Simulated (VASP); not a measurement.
Set up this calculation in VASP 6.6.1, as the native input.

```yaml
Task: relaxation of cell and atoms
Functional: PBE-based screened hybrid with 25 % exact exchange
Potentials_or_basis: VASP PAW PBE potentials, release 64 (Ge_d)
Cutoff: 600 eV
k_mesh: 5 × 5 × 5
Occupations: fermi-dirac, width 0.05 eV
Spin: no spin polarisation
Dipole_correction: no
Grid_for_exact_exchange_PRECFOCK: Normal
Share_of_exact_exchange: 0.25
Further_INCAR_settings: ALGO = Normal; EDIFF = 1e-06; IBRION = 2; EDIFFG = -0.01; NSW = 60; ISIF = 3
Screening_parameter: 0.3 1/Å
```

Crystal: Ge.

```xyz
1
Lattice="2.7105 0.0000 0.0000 0.0000 2.7105 0.0000 0.0000 0.0000 2.7105" Properties=species:S:1:pos:R:3 pbc="T T T"
Ge    0.0000    0.0000    0.0000
```

This isn't the form of Ge at room conditions, which is diamond.

The input as run:

POSCAR

```
Ge
1.0
    2.7104700000      0.0000000000      0.0000000000
    0.0000000000      2.7104700000      0.0000000000
    0.0000000000      0.0000000000      2.7104700000
Ge
1
Direct
    0.0000000000      0.0000000000      0.0000000000
```

INCAR.step1

```
SYSTEM = Ge
PREC     = Accurate       ! precision mode
ENCUT    = 600            ! plane-wave cutoff, eV
EDIFF    = 1E-5           ! SCF threshold, eV
ISMEAR   = -1             ! smearing method
SIGMA    = 0.05           ! smearing width, eV
LREAL    = .False.        ! projectors in reciprocal space
LASPH    = .True.         ! aspherical terms in the spheres
NELM     = 100            ! most SCF steps
ALGO     = Normal         ! electronic algorithm
LWAVE    = .True.         ! write WAVECAR
LCHARG   = .False.        ! write CHGCAR
GGA      = PE             ! functional
NBANDS   = 13             ! bands
```

INCAR.step2

```
SYSTEM = Ge
PREC     = Accurate       ! precision mode
ENCUT    = 600            ! plane-wave cutoff, eV
EDIFF    = 1E-6           ! SCF threshold, eV
ISMEAR   = -1             ! smearing method
SIGMA    = 0.05           ! smearing width, eV
LREAL    = .False.        ! projectors in reciprocal space
LASPH    = .True.         ! aspherical terms in the spheres
NELM     = 100            ! most SCF steps
ALGO     = Normal         ! electronic algorithm
ISIF     = 3              ! what is computed and relaxed
LWAVE    = .False.        ! write WAVECAR
LCHARG   = .False.        ! write CHGCAR
GGA      = PE             ! functional
LHFCALC  = .True.         ! exact exchange
AEXX     = 0.25           ! exact-exchange fraction
HFSCREEN = 0.3            ! screening, 1/A
PRECFOCK = Normal       
IBRION   = 2              ! ionic algorithm
NSW      = 60             ! ionic steps
EDIFFG   = -0.01          ! ionic threshold
ISTART   = 1
```

KPOINTS

```
Automatic mesh
0
Gamma
  5 5 5
  0 0 0
```

Potentials or basis: VASP PAW PBE potentials, release 64 (Ge_d).

The run is started by

```sh
$ cat potpaw_PBE.64/Ge_d/POTCAR > POTCAR
$ cp INCAR.step1 INCAR
$ mpirun -np 1 vasp_std > vasp.out
$ cp INCAR.step2 INCAR
$ mpirun -np 1 vasp_std > vasp.out
```

Results of the run:

```
Relaxed volume                        : 19.69 Å³/atom
Relaxed cell                          : a = 2.700 Å, b = 2.700 Å, c = 2.700 Å, α = 90.00°, β = 90.00°, γ = 90.00°
Space group after relaxing (to 0.1 Å) : Pm-3m (No. 221)
Energy gained by relaxing             : 0.6 meV/atom
Ionic steps                           : 7
Pressure after relaxing               : -0.1 GPa
Band gap on the k mesh                : zero (bands 7 and 8 overlap by 8.84 eV)
```

Caveat: the k points lie up to 0.47 Å⁻¹ apart in the final cell, too coarse for converged energies and pressures of a metal; the PAW data sets were made with another functional, which shifts forces and pressure a little.

Wall time 43 min on 1 thread of Oxide Virtual Turin-like Processor, with other jobs on the host, peak memory 0.22 GiB.
